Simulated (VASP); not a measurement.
Input of a VASP 6.6.1 run:

The input INCAR:

```
ALGO = Normal
DIPOL = 0.5 0.5 0.500
EDIFF = 1E-6
ENCUT = 520
GGA = PE
IDIPOL = 3
ISIF = 2
ISMEAR = -1
LASPH = True
LCHARG = True
LDIPOL = True
LELF = True
LREAL = False
LVACPOTAV = True
LVHAR = True
LWAVE = False
NBANDS = 16
NELM = 80
PREC = Accurate
SIGMA = 0.02
```

The input KPOINTS:

```
k-points
0
Gamma
  8 5 1
```

Contents of POSCAR:

```
GaAs
1.0
    4.0620561041      0.0000000000      0.0000000000
    0.0000000000      5.7446148335      0.0000000000
    0.0000000000      0.0000000000     13.0000000000
Ga As
1 1
Direct
    0.2500000000      0.1250000000      0.5000000000
    0.7500000000      0.8750000000      0.5000000000
```

Potentials or basis: VASP PAW PBE potentials, release 64 (Ga_d, As).

Launch:

```bash
$ cat potpaw_PBE.64/Ga_d/POTCAR potpaw_PBE.64/As/POTCAR > POTCAR
$ mpirun -np 1 vasp_std > vasp.out
```

Task: Estimate the largest force.

Result: 1.465 eV/Å.

Forces on the atoms (eV/Å):
```
Ga   0.000 -1.465  0.000
As   0.000  1.465  0.000
```
